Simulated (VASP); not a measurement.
# MoS2 (Cm) in VASP: a series of runs, part 2 of 2

VASP 6.6.1. The steps go on from the part before.

### Step 3. Single point, PBE+D3(BJ)

Contents of INCAR:

```
SYSTEM = MoS2
PREC     = Accurate       ! precision mode
ENCUT    = 520            ! plane-wave cutoff, eV
EDIFF    = 1E-7           ! SCF threshold, eV
ISMEAR   = 0              ! smearing method
SIGMA    = 0.05           ! smearing width, eV
LREAL    = .False.        ! projectors in reciprocal space
LASPH    = .True.         ! aspherical terms in the spheres
NELM     = 100            ! most SCF steps
ALGO     = Normal         ! electronic algorithm
ISIF     = 2              ! what is computed and relaxed
LWAVE    = .False.        ! write WAVECAR
LCHARG   = .True.         ! write CHGCAR
GGA      = PE             ! functional
IVDW     = 12             ! dispersion correction
LELF     = .True.         ! ELF
LVHAR    = .True.       
NBANDS   = 20             ! bands
```

Contents of KPOINTS:

```
regular mesh
0
Gamma
  12 12 12
  0 0 0
```

Contents of POSCAR:

```
MoS2
1.0
    1.5764743791      0.9101779071      5.9965349799
   -1.5764743791      0.9101779071      5.9965349799
    0.0000000000     -1.8203558143      5.9965349799
Mo S
1 2
Direct
   -0.0230958123     -0.0230958123      0.0706851570
    0.7535591261      0.7535591261      0.7535591261
    0.5797236023      0.5797236023      0.5797236023
```

Potentials or basis: VASP PAW PBE potentials, release 64 (Mo_sv, S).

Launch:

```console
> cat potpaw_PBE.64/Mo_sv/POTCAR potpaw_PBE.64/S/POTCAR > POTCAR
> mpirun -np 1 vasp_std > vasp.out
```

OUTCAR:

```text
SYSTEM = MoS2
   PREC = Accurate
   ENCUT = 520
   EDIFF = 1E-7
   ISMEAR = 0
   LREAL = .False.
   LASPH = .True.
   NELM = 100
   ISIF = 2
   GGA = PE
   IVDW = 12
 IVDW          = 12

 ion  position               nearest neighbor table
   1  0.977  0.977  0.071-   2 2.17   3 2.38   2 2.38   2 2.38   3 2.57   3 2.57
   2  0.754  0.754  0.754-   1 2.17   1 2.38   1 2.38
   3  0.580  0.580  0.580-   1 2.38   1 2.57   1 2.57

  LATTYP: Found a trigonal (rhomboedric) cell.
 ALAT       =     6.2667477256
 COS(alpha) =     0.8734333150

  Lattice vectors:

 A1 = (   1.5764743791,   0.9101779071,   5.9965349799)
 A2 = (  -1.5764743791,   0.9101779071,   5.9965349799)
 A3 = (   0.0000000000,  -1.8203558143,   5.9965349799)

Analysis of symmetry for initial positions (statically):
=====================================================================
 Subroutine PRICEL returns:
 Original cell was already a primitive cell.

 Routine SETGRP: Setting up the symmetry group for a
 trigonal (rhombohedral) supercell.

 Subroutine GETGRP returns: Found  2 space group operations
[... 164 lines left out ...]

  energy without entropy =      -21.12995657  energy(sigma->0) =      -21.12995657

 E-fermi :   8.3694     XC(G=0): -11.0512

 val. band max:        8.2086569858   @ k =   0.5000   0.5000   0.5000
 cond. band min:       8.5341409294   @ k =  -0.1667   0.1667   0.0000
 fundamental gap:      0.3254839435
 Fermi energy:         8.3693709590

 k-point     1 :       0.0000    0.0000    0.0000
  band No.  band energies     occupation
      1     -53.4972      2.00000
      2     -27.7057      2.00000
      3     -27.4589      2.00000
      4     -27.4059      2.00000
      5      -7.1284      2.00000
      6      -5.3025      2.00000
[... 541 lines left out ...]
     19      16.3739      0.00000
     20      16.3982      0.00000

 [... further k-points ...]

------------------------ aborting loop because EDIFF is reached ----------------------------------------

 Edisp (eV)   -1.32143

 E8    (eV) :    -0.5331

  FORCE on cell =-STRESS in cart. coord.  units (eV):
  Direction    XX          YY          ZZ          XY          YZ          ZX
  --------------------------------------------------------------------------------------
  -------------------------------------------------------------------------------------
  Total      -0.19963     2.55496     1.51814     0.00000    -1.50926     0.00000
  in kB      -6.19540    79.29209    47.11495     0.00000   -46.83909     0.00000
  external pressure =       40.07 kB  Pullay stress =        0.00 kB

 VOLUME and BASIS-vectors are now :
 -----------------------------------------------------------------------------
  energy-cutoff  :      520.00
  volume of cell :       51.63
      direct lattice vectors                 reciprocal lattice vectors
     1.576474379  0.910177907  5.996534980     0.317163416  0.183114384  0.055587658
    -1.576474379  0.910177907  5.996534980    -0.317163416  0.183114384  0.055587658
     0.000000000 -1.820355814  5.996534980     0.000000000 -0.366228768  0.055587658

 POSITION                                       TOTAL-FORCE (eV/Angst)
 -----------------------------------------------------------------------------------
      0.00000      1.64964     12.13995         0.000000      3.685891     -4.530667
      0.00000     -0.00000     13.55623         0.000000     -2.505791      3.022891
      0.00000     -0.00000     10.42900         0.000000     -1.180100      1.507776
 -----------------------------------------------------------------------------------
    total drift:                                0.000000      0.000094     -0.000184

  FREE ENERGIE OF THE ION-ELECTRON SYSTEM (eV)
  ---------------------------------------------------
  free  energy   TOTEN  =       -22.4513858703 eV

  energy  without entropy=      -22.4513858691  energy(sigma->0) =      -22.45138587
```

stdout:

```text
POSCAR found type information on POSCAR MoS
 POSCAR found :  2 types and       3 ions
 scaLAPACK will be used
 LDA part: xc-table for (Slater+PW92), standard interpolation
 POSCAR, INCAR and KPOINTS ok, starting setup
 FFT: planning ... GRIDC
 FFT: planning ... GRID_SOFT
 FFT: planning ... GRID
 WAVECAR not read
 entering main loop
```

Run time: 15 min. Hardware: 1 thread of Intel Xeon Platinum 8488C (Sapphire Rapids), shared host; peak memory 0.66 GiB.

Results:

```yaml
Free_energy: -22.4514 eV
Pressure: 4.0 GPa
Largest_force: 5.841 eV/Å
Band_gap_on_the_k_mesh: 0.33 eV (least direct gap 1.04 eV)
Dispersion_energy_per_atom: -0.440 eV
```

Forces on the atoms (eV/Å):
```
Mo   0.000  3.686 -4.531
S    0.000 -2.506  3.023
S    0.000 -1.180  1.508
```

Stress tensor (GPa, compression positive):
```
-0.62  0.00  0.00
 0.00  7.93 -4.68
 0.00 -4.68  4.71
```

Caveat: the cell differs from its parent crystal (all Mo atoms moved +0.225 Å, as atom 1 towards its neighbour atom 2 (S) at 2.399 Å); the stress differs along the axes, from -1 to 8 GPa; forces of over 1 eV/Å act on the atoms, so gaps and moduli don't describe the material at rest. A k mesh can miss the band edges.

### Step 4. Single point, PBE+D3(BJ)

Contents of INCAR:

```
  PREC = Accurate
  ENCUT = 520
  EDIFF = 1E-7
  ISMEAR = 0
  SIGMA = 0.05
  LREAL = False
  LASPH = True
  NELM = 60
  ALGO = Normal
  ISIF = 2
  LWAVE = False
  LCHARG = False
  GGA = PE
  IVDW = 12
  NBANDS = 20
```

Contents of KPOINTS:

```
regular mesh
0
Gamma
  12 12 12
```

POSCAR: that of step 3 with these lines changed.

```diff
@@ -8,3 +8,3 @@
 Direct
-   -0.0230958123     -0.0230958123      0.0706851570
+   -0.0269479929     -0.0269479929      0.0824631379
     0.7535591261      0.7535591261      0.7535591261
```

Launch:

```console
> cat potpaw_PBE.64/Mo_sv/POTCAR potpaw_PBE.64/S/POTCAR > POTCAR
> mpirun -np 1 vasp_std > vasp.out
```

It took 18 min on 1 thread of Intel Xeon Platinum 8259CL at 2.50GHz (Skylake/Cascade Lake), shared host; peak memory 0.67 GiB.

It converged, with:

```yaml
Free_energy: -22.2164 eV
Pressure: 5.6 GPa
Largest_force: 6.899 eV/Å
Band_gap_on_the_k_mesh: 0.22 eV (least direct gap 0.87 eV)
Dispersion_energy_per_atom: -0.441 eV
```

Forces in eV/Å, atoms in the order of the input:
```
Mo   0.000  4.376 -5.335
S    0.000 -3.118  3.704
S    0.000 -1.258  1.630
```

Stress tensor (GPa, compression positive):
```
-0.28  0.00  0.00
 0.00 10.46 -6.63
 0.00 -6.63  6.48
```

Levels at points of the mesh, in eV from the valence-band top:
```tsv
k point	band 11	band 12	band 13	band 14	band 15	band 16
(0.00, 0.00, 0.00)	-2.13	-1.39	-0.41	0.72	1.46	2.74
(0.50, 0.00, 0.00)	-2.56	-2.05	-0.84	1.38	1.86	2.12
(0.00, 0.00, 0.50)	-2.94	-2.06	-1.49	1.18	1.80	3.02
(0.50, 0.50, 0.00)	-3.66	-1.78	-1.76	1.16	1.77	3.39
(0.50, 0.00, 0.50)	-3.20	-2.05	-0.80	1.33	1.57	2.41
(0.50, 0.50, 0.50)	-2.52	-1.37	0.00	0.87	1.40	2.52
```

Caveat: the cell differs from its parent crystal (all Mo atoms moved +0.263 Å, as atom 1 towards its neighbour atom 2 (S) at 2.399 Å); the stress differs along the axes, from -0 to 10 GPa; forces of over 1 eV/Å act on the atoms, so gaps and moduli don't describe the material at rest.

### Step 5. The runs side by side

| cell | gap on the mesh (eV) | pressure (GPa) | largest force (eV/Å) |
| --- | --- | --- | --- |
| as given, atomic positions A | 0.08 | 6.6 | 7.32 |
| as given, atomic positions B | 0.33 | 4.0 | 5.84 |
| as given, atomic positions C | 0.22 | 5.6 | 6.90 |

Alike in all rows: task single point; level PBE+D3(BJ); potentials or basis VASP PAW PBE potentials, release 64 (Mo_sv, S); no spin polarisation; k mesh 12 × 12 × 12; cutoff (eV) 520; smearing gaussian 0.05 eV.

Caveats: forces of over 1 eV/Å act on the atoms, so gaps and moduli don't describe the material at rest; the stress differs along the axes, from -1 to 13 GPa (at least some runs); the stress differs along the axes, from -1 to 8 GPa (at least some runs); the stress differs along the axes, from -0 to 10 GPa (at least some runs).

Total energies depend on the potentials used, so only differences within one code and one set of settings carry meaning.
